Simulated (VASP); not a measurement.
# Cu (Fm-3m) in VASP: further runs

Aim: see how the results for Cu move with the level of theory and the settings. Levels: RPBE+D3(BJ), revPBE+D4. Tasks: single point.

Program: VASP 6.6.1. These are calculated values, not measurements. Logs are shortened: lines on timing, memory, paths and dates and some standing lists are left out, and cuts for length are marked.

### 1 The cell of the first run

Symmetry: Fm-3m, No. 225, cubic system. Conventional cell: a = 3.639 Å, b = 3.639 Å, c = 3.639 Å, α = 90.00°, β = 90.00°, γ = 90.00°. Cu (site symmetry m-3m) has 12 Cu at 2.57 Å within 3.4 Å.

### 2 Single point, RPBE+D3(BJ)

INCAR reads:

```
PREC     = Accurate       # precision mode
ENCUT    = 600            # plane-wave cutoff, eV
EDIFF    = 1E-6           # SCF threshold, eV
ISMEAR   = -1             # smearing method
SIGMA    = 0.05           # smearing width, eV
LREAL    = F              # projectors in reciprocal space
LASPH    = T              # aspherical terms in the spheres
NELM     = 120            # most SCF steps
ALGO     = Normal         # electronic algorithm
ISIF     = 2              # what is computed and relaxed
LWAVE    = F              # write WAVECAR
LCHARG   = T              # write CHGCAR
GGA      = RP             # functional
IVDW     = 12             # dispersion correction
LELF     = T              # ELF
LVHAR    = T            
NBANDS   = 12             # bands
GGA_COMPAT= F
```

KPOINTS reads:

```
Automatic mesh
0
Gamma
  13 13 13
```

POSCAR reads:

```
Cu
1.0
    0.0000000000      1.8194705475      1.8194705475
    1.8194705475      0.0000000000      1.8194705475
    1.8194705475      1.8194705475      0.0000000000
Cu
1
Direct
    0.0000000000      0.0000000000      0.0000000000
```

Potentials or basis: VASP PAW PBE potentials, release 64 (Cu).

Started as:

```console
> cat potpaw_PBE.64/Cu/POTCAR > POTCAR
> mpirun -np 1 vasp_std > vasp.out
```

OUTCAR:

```text
PREC = Accurate
   ENCUT = 600
   EDIFF = 1E-6
   ISMEAR = -1
   LREAL = F
   LASPH = T
   NELM = 120
   ISIF = 2
   GGA = RP
   IVDW = 12
 IVDW          = 12

 ion  position               nearest neighbor table
   1  0.000  0.000  0.000-

  LATTYP: Found a face centered cubic cell.
 ALAT       =     3.6389410950

  Lattice vectors:

 A1 = (   0.0000000000,   1.8194705475,   1.8194705475)
 A2 = (   1.8194705475,   0.0000000000,   1.8194705475)
 A3 = (   1.8194705475,   1.8194705475,   0.0000000000)

Analysis of symmetry for initial positions (statically):
=====================================================================
 Subroutine PRICEL returns:
 Original cell was already a primitive cell.

 Routine SETGRP: Setting up the symmetry group for a
 face centered cubic supercell.

 Subroutine GETGRP returns: Found 48 space group operations
 (whereof 48 operations were pure point group operations)
 out of a pool of 48 trial point group operations.

The static configuration has the point symmetry O_h .

Analysis of symmetry for dynamics (positions and initial velocities):
=====================================================================
 Subroutine PRICEL returns:
 Original cell was already a primitive cell.

 Routine SETGRP: Setting up the symmetry group for a
 face centered cubic supercell.

 Subroutine GETGRP returns: Found 48 space group operations
 (whereof 48 operations were pure point group operations)
 out of a pool of 48 trial point group operations.

The dynamic configuration has the point symmetry O_h .

 Subroutine INISYM returns: Found 48 space group operations
 (whereof 48 operations are pure point group operations),
 and found     1 'primitive' translations

----------------------------------------------------------------------------------------

                                     Primitive cell

  volume of cell :      12.0466

  direct lattice vectors                    reciprocal lattice vectors
     0.000000000  1.819470547  1.819470547    -0.274805218  0.274805218  0.274805218
     1.819470547  0.000000000  1.819470547     0.274805218 -0.274805218  0.274805218
     1.819470547  1.819470547  0.000000000     0.274805218  0.274805218 -0.274805218

  length of vectors
     2.573119925  2.573119925  2.573119925     0.475976599  0.475976599  0.475976599

  position of ions in fractional coordinates (direct lattice)
     0.000000000  0.000000000  0.000000000

  ion indices of the primitive-cell ions
   primitive index   ion index
                 1           1

----------------------------------------------------------------------------------------

 KPOINTS: Automatic mesh

Automatic generation of k-mesh.
 Grid dimensions read from file:
 generate k-points for:   13   13   13

 Generating k-lattice:

  Cartesian coordinates                     Fractional coordinates (reciprocal lattice)
    -0.021138863  0.021138863  0.021138863     0.076923077  0.000000000  0.000000000
     0.021138863 -0.021138863  0.021138863     0.000000000  0.076923077  0.000000000
     0.021138863  0.021138863 -0.021138863     0.000000000  0.000000000  0.076923077

  Length of vectors
     0.036613585  0.036613585  0.036613585

  Shift w.r.t. Gamma in fractional coordinates (k-lattice)
     0.000000000  0.000000000  0.000000000

 Subroutine IBZKPT returns following result:
 ===========================================

 Found     84 irreducible k-points:

 Following reciprocal coordinates:
            Coordinates               Weight
  0.000000  0.000000  0.000000      1.000000
  0.076923  0.000000  0.000000      8.000000
  0.153846  0.000000  0.000000      8.000000
  0.230769  0.000000  0.000000      8.000000
  0.307692  0.000000  0.000000      8.000000
  0.384615  0.000000  0.000000      8.000000
[... 16 lines left out ...]
  0.384615  0.153846  0.000000     24.000000
  0.461538  0.153846  0.000000     24.000000
 [... further k-points ...]
   k-points           NKPTS =     84   k-points in BZ     NKDIM =     84   number of bands    NBANDS=     12
   number of dos      NEDOS =    301   number of ions     NIONS =      1
   total plane-waves  NPLWV =  13824
   dimension x,y,z NGX =    24 NGY =   24 NGZ =   24
   dimension x,y,z NGXF=    48 NGYF=   48 NGZF=   48
   ions per type =               1
   NGX,Y,Z   is equivalent  to a cutoff of  15.51, 15.51, 15.51 a.u.
   NGXF,Y,Z  is equivalent  to a cutoff of  31.01, 31.01, 31.01 a.u.
 SYSTEM =  unknown system
   PREC   = accura    normal or accurate (medium, high low for compatibility)
   ISTART =      0    job   : 0-new  1-cont  2-samecut
   ICHARG =      2    charge: 1-file 2-atom 10-const
   ISPIN  =      1    spin polarized calculation?
   LNONCOLLINEAR =      F non collinear calculations
   LSORBIT =      F    spin-orbit coupling
   LASPH  =      T    aspherical Exc in radial PAW
   ENCUT  =  600.0 eV  44.10 Ry    6.64 a.u.   5.14  5.14  5.14*2*pi/ulx,y,z
   NELM   =    120;   NELMIN=  2; NELMDL= -5     # of ELM steps
   EDIFF  = 0.1E-05   stopping-criterion for ELM
   LREAL  =      F    real-space projection
   EDIFFG = 0.1E-04   stopping-criterion for IOM
   NSW    =      0    number of steps for IOM
   IBRION =     -1    ionic relax: 0-MD 1-quasi-New 2-CG
   NFREE  =      0    steps in history (QN), initial steepest desc. (CG)
   ISIF   =      2    stress and relaxation
   ISYM   =      2    0-nonsym 1-usesym 2-fastsym
   POTIM  = 0.5000    time-step for ionic-motion
   TEBEG  =    0.0;   TEEND  =   0.0 temperature during run
   PSTRESS=    0.0 pullay stress
   NELECT =      11.0000    total number of electrons
   NUPDOWN=      -1.0000    fix difference up-down
   EMIN   =  10.00;   EMAX   =-10.00  energy-range for DOS
   EFERMI =   0.00;   METHOD = LEGACY
   ISMEAR =    -1;   SIGMA  =   0.05  broadening in eV -4-tet -1-fermi 0-gaus
   EFERMI_NEDOS =   21; number of points for ismear=-14 and -15
   IALGO  =     38    algorithm
   IMIX   =      4    mixing-type and parameters
     AMIX     =   0.40;   BMIX     =  1.00
     AMIX_MAG =   1.60;   BMIX_MAG =  1.00
  volume/ion in A,a.u.               =      12.05        81.29
  Fermi-wavevector in a.u.,A,eV,Ry     =   1.588245  3.001347 34.320977  2.522521
  Thomas-Fermi vector in A             =   2.687278
   LORBIT       =      0    0 simple, 1 ext, 2 COOP (PROOUT), +10 PAW based schemes
   GGA     = RP    functional components
   LHFCALC =     F    Hartree Fock is set to
   AEXX    =    0.0000 exact exchange contribution
   IVDW    =    12    specifies the selected vdW correction
   LEPSILON=     F    determine dielectric tensor
   LRPA    =     F    only Hartree local field effects (RPA)
 non-spin polarized calculation
  energy-cutoff  :      600.00
  volume of cell :       12.05
 maximum number of plane-waves:       415
 NGX is ok and might be reduce to    24
   NGX = 11   NGY = 11   NGZ = 11

 number of electron      10.9999999 magnetization

 Free energy of the ion-electron system (eV)
  ---------------------------------------------------
  ext. energy  EPLUGINS =         0.00000000
  ---------------------------------------------------
  free energy    TOTEN  =        -3.25193339 eV

  energy without entropy =       -3.24916930  energy(sigma->0) =       -3.25055134

 E-fermi :   7.6725     XC(G=0): -12.4754

 val. band max:        7.4821447946   @ k =   0.4615   0.2308   0.0000
 cond. band min:       7.6909770446   @ k =   0.4615   0.3077   0.0000
 fundamental gap:      0.2088322500
 Fermi energy:         7.6725161736

 k-point     1 :       0.0000    0.0000    0.0000
  band No.  band energies     occupation
      1      -1.6943      2.00000
      2       4.5301      2.00000
      3       4.5301      2.00000
      4       4.5301      2.00000
      5       5.3234      2.00000
      6       5.3234      2.00000
      7      29.8749      0.00000
      8      32.4630      0.00000
      9      32.4630      0.00000
     10      32.4630      0.00000
     11      34.9049      0.00000
     12      34.9049      0.00000

 k-point     2 :       0.0769    0.0000    0.0000
  band No.  band energies     occupation
      1      -1.4821      2.00000
      2       4.4867      2.00000
      3       4.5687      2.00000
      4       4.5687      2.00000
      5       5.3088      2.00000
      6       5.3088      2.00000
      7      28.4277      0.00000
      8      30.7806      0.00000
      9      31.8462      0.00000
     10      31.8462      0.00000
     11      35.8205      0.00000
     12      35.8205      0.00000

 k-point     3 :       0.1538    0.0000    0.0000
  band No.  band energies     occupation
      1      -0.8599      2.00000
      2       4.3806      2.00000
      3       4.6519      2.00000
      4       4.6519      2.00000
      5       5.2952      2.00000
      6       5.2952      2.00000
      7      24.6048      0.00000
      8      30.3467      0.00000
      9      30.9314      0.00000
     10      30.9314      0.00000
     11      36.7424      0.00000
     12      37.2493      0.00000
[... 286 lines left out ...]
 k-point    23 :       0.3846    0.1538    0.0000
  band No.  band energies     occupation
      1       2.1735      2.00000
      2       4.0267      2.00000
      3       4.4806      2.00000
      4       4.8687      2.00000
      5       5.8000      2.00000
      6       6.0911      2.00000
      7      16.5556      0.00000
      8      25.3126      0.00000
      9      25.5406      0.00000
     10      27.8162      0.00000
     11      36.5912      0.00000
     12      38.0706      0.00000

 k-point    24 :       0.4615    0.1538    0.0000
  band No.  band energies     occupation
      1       2.7840      2.00000
      2       4.1858      2.00000
      3       4.5425      2.00000
      4       4.7958      2.00000
      5       5.8892      2.00000
      6       7.1670      1.99992
      7      13.4893      0.00000
      8      24.1620      0.00000
      9      25.4950      0.00000
     10      27.6628      0.00000
     11      37.3068      0.00000
     12      37.4095      0.00000

 [... further k-points ...]

------------------------ aborting loop because EDIFF is reached ----------------------------------------

 Edisp (eV)   -2.82233

 E8    (eV) :    -1.8068

  FORCE on cell =-STRESS in cart. coord.  units (eV):
  Direction    XX          YY          ZZ          XY          YZ          ZX
  --------------------------------------------------------------------------------------
  -------------------------------------------------------------------------------------
  Total      -2.53443    -2.53443    -2.53443     0.00000     0.00000     0.00000
  in kB    -337.07505  -337.07505  -337.07505     0.00000     0.00000     0.00000
  external pressure =     -337.08 kB  Pullay stress =        0.00 kB

 VOLUME and BASIS-vectors are now :
 -----------------------------------------------------------------------------
  energy-cutoff  :      600.00
  volume of cell :       12.05
      direct lattice vectors                 reciprocal lattice vectors
     0.000000000  1.819470547  1.819470547    -0.274805218  0.274805218  0.274805218
     1.819470547  0.000000000  1.819470547     0.274805218 -0.274805218  0.274805218
     1.819470547  1.819470547  0.000000000     0.274805218  0.274805218 -0.274805218

 POSITION                                       TOTAL-FORCE (eV/Angst)
 -----------------------------------------------------------------------------------
      0.00000      0.00000      0.00000         0.000000      0.000000     -0.000000
 -----------------------------------------------------------------------------------
    total drift:                                0.000000      0.000000      0.000000

  FREE ENERGIE OF THE ION-ELECTRON SYSTEM (eV)
  ---------------------------------------------------
  free  energy   TOTEN  =        -6.0742602290 eV

  energy  without entropy=       -6.0714961431  energy(sigma->0) =       -6.07287819
```

It took 20 s on 1 thread of Intel Xeon 8259CL, shared host; peak memory 0.15 GiB.

What came out:

```
Free energy                : -6.0743 eV
Pressure                   : -33.7 GPa
Dispersion energy per atom : -2.822 eV
```

Levels at points of the mesh, in eV from the Fermi level:
| k point | band 4 | band 5 | band 6 | band 7 | band 8 | band 9 |
| --- | --- | --- | --- | --- | --- | --- |
| (0.00, 0.00, 0.00) | -3.14 | -2.35 | -2.35 | 22.20 | 24.79 | 24.79 |

Caveat: the PAW data sets were made with another functional, which shifts forces and pressure a little; pairwise dispersion overbinds metals, which lowers pressure and volume.

### 3 Single point, revPBE+D4

This run uses another cell than the first one, of 11.57 Å³/atom, 0.961 times its volume.

INCAR reads:

```
SYSTEM = Cu
ALGO     = Normal         ! electronic algorithm
EDIFF    = 1E-6           ! SCF threshold, eV
ENCUT    = 600            ! plane-wave cutoff, eV
GGA      = RE             ! functional
GGA_COMPAT= .FALSE.      
ISIF     = 2              ! what is computed and relaxed
ISMEAR   = -1             ! smearing method
IVDW     = 13             ! dispersion correction
LASPH    = .TRUE.         ! aspherical terms in the spheres
LCHARG   = .FALSE.        ! write CHGCAR
LREAL    = .FALSE.        ! projectors in reciprocal space
LWAVE    = .FALSE.        ! write WAVECAR
NBANDS   = 12             ! bands
NELM     = 120            ! most SCF steps
PREC     = Accurate       ! precision mode
SIGMA    = 0.05           ! smearing width, eV
```

KPOINTS reads:

```
k-points
0
G
  13 13 13
  0 0 0
```

POSCAR reads:

```
Cu
1.0
    0.0000000000      1.7953687620      1.7953687620
    1.7953687620      0.0000000000      1.7953687620
    1.7953687620      1.7953687620      0.0000000000
Cu
1
Direct
    0.0000000000      0.0000000000      0.0000000000
```

Potentials or basis: VASP PAW PBE potentials, release 64 (Cu).

Started as:

```console
> cat potpaw_PBE.64/Cu/POTCAR > POTCAR
> mpirun -np 1 vasp_std > vasp.out
```

Run time: 21 s. Hardware: 1 thread of Intel Xeon 8259CL, shared host; peak memory 0.13 GiB.

It converged, with:

| Property | Result |
| --- | --- |
| Free energy | -4.3330 eV |
| Pressure | -4.2 GPa |
| Dispersion energy per atom | -1.000 eV |

Levels at points of the mesh, in eV from the Fermi level:
| k point | band 2 | band 3 | band 4 | band 5 | band 6 | band 7 | band 8 | band 9 | band 10 | band 11 |
| --- | --- | --- | --- | --- | --- | --- | --- | --- | --- | --- |
| (0.00, 0.00, 0.00) | -3.28 | -3.28 | -3.28 | -2.43 | -2.43 | 22.53 | 25.40 | 25.40 | 25.40 | 27.89 |

Caveat: the PAW data sets were made with another functional, which shifts forces and pressure a little; pairwise dispersion overbinds metals, which lowers pressure and volume.
